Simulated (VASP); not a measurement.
# Lu (P6_3/mmc) in VASP: a series of runs

The runs below take Lu through single point, with LDA.

Program: VASP 6.6.1. These are calculated values, not measurements. Logs are shortened: lines on timing, memory, paths and dates and some standing lists are left out, and cuts for length are marked.

## (1) The cell of the first run

The structure is hexagonal, space group P6_3/mmc (No. 194). The conventional cell has a = 3.382 Å, b = 3.382 Å, c = 5.252 Å, α = 90.00°, β = 90.00°, γ = 120.00°. Within 4.3 Å of Lu (site symmetry -6m2) lie 12 Lu at 3.27 to 3.38 Å.

## (2) Single point, LDA

Contents of INCAR:

```
SYSTEM = Lu
ALGO     = Normal         ! electronic algorithm
EDIFF    = 1E-7           ! SCF threshold, eV
ENCUT    = 520            ! plane-wave cutoff, eV
GGA      = CA             ! functional
ISIF     = 2              ! what is computed and relaxed
ISMEAR   = 0              ! smearing method
LASPH    = .TRUE.         ! aspherical terms in the spheres
LCHARG   = .FALSE.        ! write CHGCAR
LREAL    = .FALSE.        ! projectors in reciprocal space
LWAVE    = .FALSE.        ! write WAVECAR
NBANDS   = 32             ! bands
NELM     = 80             ! most SCF steps
PREC     = Accurate       ! precision mode
SIGMA    = 1.0            ! smearing width, eV
```

Contents of KPOINTS:

```
k-points
0
G
  11 11 6
  0 0 0
```

Contents of POSCAR:

```
Lu
1.0
    3.3823924653      0.0000000000      0.0000000000
   -1.6911962327      2.9292378005      0.0000000000
    0.0000000000      0.0000000000      5.2524129119
Lu
2
Direct
    0.3333333333      0.6666666667      0.2500000000
    0.6666666667      0.3333333333      0.7500000000
```

Potentials or basis: VASP PAW PBE potentials, release 64 (Lu).

Run with:

```bash
cat potpaw_PBE.64/Lu/POTCAR > POTCAR
mpirun -np 1 vasp_std > vasp.out
```

OUTCAR:

```text
SYSTEM = Lu
   EDIFF = 1E-7
   ENCUT = 520
   GGA = CA
   ISIF = 2
   ISMEAR = 0
   LASPH = .TRUE.
   LREAL = .FALSE.
   NELM = 80
   PREC = Accurate

 ion  position               nearest neighbor table
   1  0.333  0.667  0.250-   2 3.27   2 3.27   2 3.27   2 3.27   2 3.27   2 3.27
   2  0.667  0.333  0.750-   1 3.27   1 3.27   1 3.27   1 3.27   1 3.27   1 3.27

  LATTYP: Found a hexagonal cell.
 ALAT       =     3.3823924653
 C/A-ratio  =     1.5528691498

  Lattice vectors:

 A1 = (   3.3823924653,   0.0000000000,   0.0000000000)
 A2 = (  -1.6911962327,   2.9292378005,   0.0000000000)
 A3 = (   0.0000000000,   0.0000000000,   5.2524129119)

Analysis of symmetry for initial positions (statically):
=====================================================================
 Subroutine PRICEL returns:
 Original cell was already a primitive cell.

 Routine SETGRP: Setting up the symmetry group for a
 hexagonal supercell.

 Subroutine GETGRP returns: Found 24 space group operations
 (whereof 12 operations were pure point group operations)
 out of a pool of 24 trial point group operations.

The static configuration has the point symmetry D_3d.
 The point group associated with its full space group is D_6h.

Analysis of symmetry for dynamics (positions and initial velocities):
=====================================================================
 Subroutine PRICEL returns:
 Original cell was already a primitive cell.

 Routine SETGRP: Setting up the symmetry group for a
 hexagonal supercell.

 Subroutine GETGRP returns: Found 24 space group operations
 (whereof 12 operations were pure point group operations)
 out of a pool of 24 trial point group operations.

The dynamic configuration has the point symmetry D_3d.
 The point group associated with its full space group is D_6h.

 Subroutine INISYM returns: Found 24 space group operations
 (whereof 12 operations are pure point group operations),
 and found     1 'primitive' translations

----------------------------------------------------------------------------------------

                                     Primitive cell

  volume of cell :      52.0400

  direct lattice vectors                    reciprocal lattice vectors
     3.382392465  0.000000000  0.000000000     0.295648719  0.170692868  0.000000000
    -1.691196233  2.929237801  0.000000000     0.000000000  0.341385735  0.000000000
     0.000000000  0.000000000  5.252412912     0.000000000  0.000000000  0.190388687

  length of vectors
     3.382392465  3.382392465  5.252412912     0.341385735  0.341385735  0.190388687

  position of ions in fractional coordinates (direct lattice)
     0.333333333  0.666666667  0.250000000
     0.666666667  0.333333333  0.750000000

  ion indices of the primitive-cell ions
   primitive index   ion index
                 1           1
                 2           2

----------------------------------------------------------------------------------------

 KPOINTS: k-points

Automatic generation of k-mesh.
 Grid dimensions read from file:
 generate k-points for:   11   11    6

 Generating k-lattice:

  Cartesian coordinates                     Fractional coordinates (reciprocal lattice)
     0.026877156  0.015517533  0.000000000     0.090909091  0.000000000  0.000000000
     0.000000000  0.031035067  0.000000000     0.000000000  0.090909091  0.000000000
     0.000000000  0.000000000  0.031731448     0.000000000  0.000000000  0.166666667

  Length of vectors
     0.031035067  0.031035067  0.031731448

  Shift w.r.t. Gamma in fractional coordinates (k-lattice)
     0.000000000  0.000000000  0.000000000

 Subroutine IBZKPT returns following result:
 ===========================================

 Found     64 irreducible k-points:

 Following reciprocal coordinates:
            Coordinates               Weight
  0.000000  0.000000  0.000000      1.000000
  0.090909  0.000000  0.000000      6.000000
  0.181818  0.000000  0.000000      6.000000
  0.272727  0.000000  0.000000      6.000000
  0.363636  0.000000  0.000000      6.000000
  0.454545  0.000000  0.000000      6.000000
[... 16 lines left out ...]
  0.090909  0.090909  0.166667     12.000000
  0.181818  0.090909  0.166667     24.000000
 [... further k-points ...]
   k-points           NKPTS =     64   k-points in BZ     NKDIM =     64   number of bands    NBANDS=     32
   number of dos      NEDOS =    301   number of ions     NIONS =      2
   total plane-waves  NPLWV =  31360
   dimension x,y,z NGX =    28 NGY =   28 NGZ =   40
   dimension x,y,z NGXF=    56 NGYF=   56 NGZF=   80
   ions per type =               2
   NGX,Y,Z   is equivalent  to a cutoff of  13.76, 13.76, 12.66 a.u.
   NGXF,Y,Z  is equivalent  to a cutoff of  27.52, 27.52, 25.32 a.u.
 SYSTEM =  Lu
   PREC   = accura    normal or accurate (medium, high low for compatibility)
   ISTART =      0    job   : 0-new  1-cont  2-samecut
   ICHARG =      2    charge: 1-file 2-atom 10-const
   ISPIN  =      1    spin polarized calculation?
   LNONCOLLINEAR =      F non collinear calculations
   LSORBIT =      F    spin-orbit coupling
   LASPH  =      T    aspherical Exc in radial PAW
   ENCUT  =  520.0 eV  38.22 Ry    6.18 a.u.   6.29  6.29  9.77*2*pi/ulx,y,z
   NELM   =     80;   NELMIN=  2; NELMDL= -5     # of ELM steps
   EDIFF  = 0.1E-06   stopping-criterion for ELM
   LREAL  =      F    real-space projection
   EDIFFG = 0.1E-05   stopping-criterion for IOM
   NSW    =      0    number of steps for IOM
   IBRION =     -1    ionic relax: 0-MD 1-quasi-New 2-CG
   NFREE  =      0    steps in history (QN), initial steepest desc. (CG)
   ISIF   =      2    stress and relaxation
   ISYM   =      2    0-nonsym 1-usesym 2-fastsym
   POTIM  = 0.5000    time-step for ionic-motion
   TEBEG  =    0.0;   TEEND  =   0.0 temperature during run
   PSTRESS=    0.0 pullay stress
   NELECT =      50.0000    total number of electrons
   NUPDOWN=      -1.0000    fix difference up-down
   EMIN   =  10.00;   EMAX   =-10.00  energy-range for DOS
   EFERMI =   0.00;   METHOD = LEGACY
   ISMEAR =     0;   SIGMA  =   1.00  broadening in eV -4-tet -1-fermi 0-gaus
   EFERMI_NEDOS =   21; number of points for ismear=-14 and -15
   IALGO  =     38    algorithm
   IMIX   =      4    mixing-type and parameters
     AMIX     =   0.40;   BMIX     =  1.00
     AMIX_MAG =   1.60;   BMIX_MAG =  1.00
  volume/ion in A,a.u.               =      26.02       175.59
  Fermi-wavevector in a.u.,A,eV,Ry     =   1.615421  3.052703 35.505551  2.609584
  Thomas-Fermi vector in A             =   2.710171
   LORBIT       =      0    0 simple, 1 ext, 2 COOP (PROOUT), +10 PAW based schemes
   GGA     = CA    functional components
   LHFCALC =     F    Hartree Fock is set to
   AEXX    =    0.0000 exact exchange contribution
   IVDW    =     0    specifies the selected vdW correction
   LEPSILON=     F    determine dielectric tensor
   LRPA    =     F    only Hartree local field effects (RPA)
 non-spin polarized calculation
 Gauss-broadening in eV      SIGMA  =   1.00
  energy-cutoff  :      520.00
  volume of cell :       52.04
 maximum number of plane-waves:      1423
 NGX is ok and might be reduce to    28
   NGX = 13   NGY = 13   NGZ = 19

 number of electron      49.9999981 magnetization

 Free energy of the ion-electron system (eV)
  ---------------------------------------------------
  ext. energy  EPLUGINS =         0.00000000
  ---------------------------------------------------
  free energy    TOTEN  =       -11.01720879 eV

  energy without entropy =       -9.87547704  energy(sigma->0) =      -10.44634291

 E-fermi :   2.3653     XC(G=0): -11.5447

 val. band max:        2.3491929303   @ k =   0.1818   0.1818   0.1667
 cond. band min:       2.3712141634   @ k =   0.4545   0.0909   0.3333
 fundamental gap:      0.0220212331
 Fermi energy:         2.3653423085

 k-point     1 :       0.0000    0.0000    0.0000
  band No.  band energies     occupation
      1     -53.2853      2.00000
      2     -53.2212      2.00000
      3     -24.6024      2.00000
      4     -23.9474      2.00000
      5     -23.9474      2.00000
      6     -23.8200      2.00000
[... 24 lines left out ...]
     31       5.9099      0.00000
     32       5.9099      0.00000

 k-point     2 :       0.0909    0.0000    0.0000
  band No.  band energies     occupation
      1     -53.2820      2.00000
      2     -53.2202      2.00000
      3     -24.5828      2.00000
      4     -23.9862      2.00000
      5     -23.9610      2.00000
      6     -23.8613      2.00000
[... 24 lines left out ...]
     31       5.6155      0.00000
     32       5.6867      0.00000

 k-point     3 :       0.1818    0.0000    0.0000
  band No.  band energies     occupation
      1     -53.2728      2.00000
      2     -53.2177      2.00000
      3     -24.5271      2.00000
      4     -24.0906      2.00000
      5     -23.9959      2.00000
      6     -23.9687      2.00000
[... 24 lines left out ...]
     31       6.0566      0.00000
     32       6.1942      0.00000

 k-point     4 :       0.2727    0.0000    0.0000
  band No.  band energies     occupation
      1     -53.2601      2.00000
      2     -53.2151      2.00000
      3     -24.4443      2.00000
      4     -24.2278      2.00000
      5     -24.1023      2.00000
      6     -24.0395      2.00000
[... 24 lines left out ...]
     31       6.8252      0.00000
     32       7.1092      0.00000

 k-point     5 :       0.3636    0.0000    0.0000
  band No.  band energies     occupation
      1     -53.2470      2.00000
      2     -53.2141      2.00000
      3     -24.3538      2.00000
      4     -24.3505      2.00000
      5     -24.2189      2.00000
      6     -24.0779      2.00000
[... 584 lines left out ...]
     31       7.7776      0.00000
     32       8.0238      0.00000

 k-point    22 :       0.4545    0.0000    0.1667
  band No.  band energies     occupation
      1     -53.2362      2.00000
      2     -53.2165      2.00000
      3     -24.4777      2.00000
      4     -24.3394      2.00000
      5     -24.1943      2.00000
      6     -24.0864      2.00000
[... 24 lines left out ...]
     31       8.9099      0.00000
     32       9.0038      0.00000

 k-point    23 :       0.0909    0.0909    0.1667
  band No.  band energies     occupation
      1     -53.2719      2.00000
      2     -53.2223      2.00000
      3     -24.5060      2.00000
      4     -24.0337      2.00000
      5     -24.0053      2.00000
      6     -23.9512      2.00000
[... 24 lines left out ...]
     31       6.0294      0.00000
     32       6.4338      0.00000

 k-point    24 :       0.1818    0.0909    0.1667
  band No.  band energies     occupation
      1     -53.2615      2.00000
      2     -53.2192      2.00000
      3     -24.4573      2.00000
      4     -24.1395      2.00000
      5     -24.1043      2.00000
      6     -24.0062      2.00000
[... 24 lines left out ...]
     31       6.4210      0.00000
     32       7.0374      0.00000

 [... further k-points ...]
[... 5 lines left out ...]
  --------------------------------------------------------------------------------------
  -------------------------------------------------------------------------------------
  Total        0.3118476      0.3118476      0.9059962     -0.0000000      0.0000000      0.0000000
  in kB        9.6009773      9.6009773     27.8932717     -0.0000000      0.0000000      0.0000000
  external PRESSURE =      15.6984088 kB  Pullay stress =       0.0000000 kB

 VOLUME and BASIS-vectors are now :
 -----------------------------------------------------------------------------
  energy-cutoff  :      520.00
  volume of cell :       52.04
      direct lattice vectors                 reciprocal lattice vectors
     3.382392465  0.000000000  0.000000000     0.295648719  0.170692868  0.000000000
    -1.691196233  2.929237801  0.000000000     0.000000000  0.341385735  0.000000000
     0.000000000  0.000000000  5.252412912     0.000000000  0.000000000  0.190388687

 POSITION                                       TOTAL-FORCE (eV/Angst)
 -----------------------------------------------------------------------------------
     -0.00000      1.95283      1.31310        -0.000000      0.000000      0.000000
      1.69120      0.97641      3.93931         0.000000      0.000000      0.000000
 -----------------------------------------------------------------------------------
    total drift:                               -0.000000      0.000000     -0.000000

  FREE ENERGIE OF THE ION-ELECTRON SYSTEM (eV)
  ---------------------------------------------------
  free  energy   TOTEN  =       -11.0172087865 eV

  energy  without entropy=       -9.8754770358  energy(sigma->0) =      -10.44634291
```

Run time: 2.8 min. Hardware: 1 thread of Oxide Virtual Turin-like, shared host; peak memory 0.19 GiB.

What came out:

```
Free energy            : -11.0172 eV
Pressure               : 1.6 GPa
Band gap on the k mesh : zero (band 25 reaches 3.63 eV, above the bottom of band 26 at 1.71 eV)
```

Levels at points of the mesh, in eV from the Fermi level:
```tsv
k point	band 22	band 23	band 24	band 25	band 26	band 27	band 28	band 29
(0.00, 0.00, 0.00)	-4.69	-4.68	-2.59	1.24	2.18	2.18	2.71	3.03
(0.00, 0.00, 0.50)	-4.69	-4.38	-4.38	1.26	1.26	2.05	2.05	2.05
```

Caveat: the PAW data sets were made with another functional, which shifts forces and pressure a little; spin-orbit coupling is left out, which moves the levels of the heavy elements.

## (3) Single point, LDA

Contents of INCAR:

```
PREC = Accurate
ENCUT = 520
EDIFF = 1E-7
ISMEAR = 1
SIGMA = 0.01
LREAL = False
LASPH = True
NELM = 100
ALGO = Normal
ISIF = 2
LWAVE = False
LCHARG = False
GGA = CA
NBANDS = 32
```

Contents of KPOINTS:

```
regular mesh
0
Gamma
  11 11 6
```

POSCAR is that of step 2.

Potentials or basis: VASP PAW PBE potentials, release 64 (Lu).

Run with:

```bash
cat potpaw_PBE.64/Lu/POTCAR > POTCAR
mpirun -np 1 vasp_std > vasp.out
```

OUTCAR:

```text
PREC = Accurate
   ENCUT = 520
   EDIFF = 1E-7
   ISMEAR = 1
   LREAL = False
   LASPH = True
   NELM = 100
   ISIF = 2
   GGA = CA

 ion  position               nearest neighbor table
   1  0.333  0.667  0.250-   2 3.27   2 3.27   2 3.27   2 3.27   2 3.27   2 3.27
   2  0.667  0.333  0.750-   1 3.27   1 3.27   1 3.27   1 3.27   1 3.27   1 3.27

  LATTYP: Found a hexagonal cell.
 ALAT       =     3.3823924653
 C/A-ratio  =     1.5528691498

  Lattice vectors:

 A1 = (   3.3823924653,   0.0000000000,   0.0000000000)
 A2 = (  -1.6911962327,   2.9292378005,   0.0000000000)
 A3 = (   0.0000000000,   0.0000000000,   5.2524129119)

Analysis of symmetry for initial positions (statically):
=====================================================================
 Subroutine PRICEL returns:
 Original cell was already a primitive cell.

 Routine SETGRP: Setting up the symmetry group for a
 hexagonal supercell.

 Subroutine GETGRP returns: Found 24 space group operations
 (whereof 12 operations were pure point group operations)
 out of a pool of 24 trial point group operations.

The static configuration has the point symmetry D_3d.
[... 154 lines left out ...]
 number of electron      49.9999981 magnetization

 Free energy of the ion-electron system (eV)
  ---------------------------------------------------
  ext. energy  EPLUGINS =         0.00000000
  ---------------------------------------------------
  free energy    TOTEN  =       -10.39498668 eV

  energy without entropy =      -10.39494134  energy(sigma->0) =      -10.39497157

 E-fermi :   2.3637     XC(G=0): -11.5476

 val. band max:        2.3392510364   @ k =   0.1818   0.1818   0.1667
 cond. band min:       2.3637217184   @ k =   0.4545   0.0909   0.3333
 fundamental gap:      0.0244706820
 Fermi energy:         2.3637043110

 k-point     1 :       0.0000    0.0000    0.0000
  band No.  band energies     occupation
      1     -53.3136      2.00000
      2     -53.2496      2.00000
      3     -24.6148      2.00000
      4     -23.9776      2.00000
      5     -23.9776      2.00000
      6     -23.8505      2.00000
[... 829 lines left out ...]
     31       6.4056      0.00000
     32       7.0218      0.00000

 [... further k-points ...]
[... 5 lines left out ...]
  --------------------------------------------------------------------------------------
  -------------------------------------------------------------------------------------
  Total        0.0555211      0.0555211     -0.1878442     -0.0000000      0.0000000      0.0000000
  in kB        1.7093516      1.7093516     -5.7832362     -0.0000000      0.0000000      0.0000000
  external PRESSURE =      -0.7881777 kB  Pullay stress =       0.0000000 kB

 VOLUME and BASIS-vectors are now :
 -----------------------------------------------------------------------------
  energy-cutoff  :      520.00
  volume of cell :       52.04
      direct lattice vectors                 reciprocal lattice vectors
     3.382392465  0.000000000  0.000000000     0.295648719  0.170692868  0.000000000
    -1.691196233  2.929237801  0.000000000     0.000000000  0.341385735  0.000000000
     0.000000000  0.000000000  5.252412912     0.000000000  0.000000000  0.190388687

 POSITION                                       TOTAL-FORCE (eV/Angst)
 -----------------------------------------------------------------------------------
     -0.00000      1.95283      1.31310         0.000000      0.000000      0.000000
      1.69120      0.97641      3.93931        -0.000000     -0.000000      0.000000
 -----------------------------------------------------------------------------------
    total drift:                               -0.000000      0.000000     -0.000000

  FREE ENERGIE OF THE ION-ELECTRON SYSTEM (eV)
  ---------------------------------------------------
  free  energy   TOTEN  =       -10.3949866778 eV

  energy  without entropy=      -10.3949413437  energy(sigma->0) =      -10.39497157
```

It took 2.5 min on 1 thread of Oxide Virtual Turin-like, shared host; peak memory 0.19 GiB.

What came out:

- Free energy: -10.3950 eV
- Pressure: -0.1 GPa
- Band gap on the k mesh: zero (band 25 reaches 3.62 eV, above the bottom of band 26 at 1.71 eV)

Levels at points of the mesh, in eV from the Fermi level:
| k point | band 23 | band 24 | band 25 | band 26 | band 27 | band 28 |
| --- | --- | --- | --- | --- | --- | --- |
| (0.00, 0.00, 0.00) | -4.72 | -2.60 | 1.25 | 2.16 | 2.16 | 2.71 |
| (0.00, 0.00, 0.50) | -4.39 | -4.39 | 1.26 | 1.26 | 2.04 | 2.04 |

Caveat: the PAW data sets were made with another functional, which shifts forces and pressure a little; spin-orbit coupling is left out, which moves the levels of the heavy elements.

(Continued in part 2 of 2.)
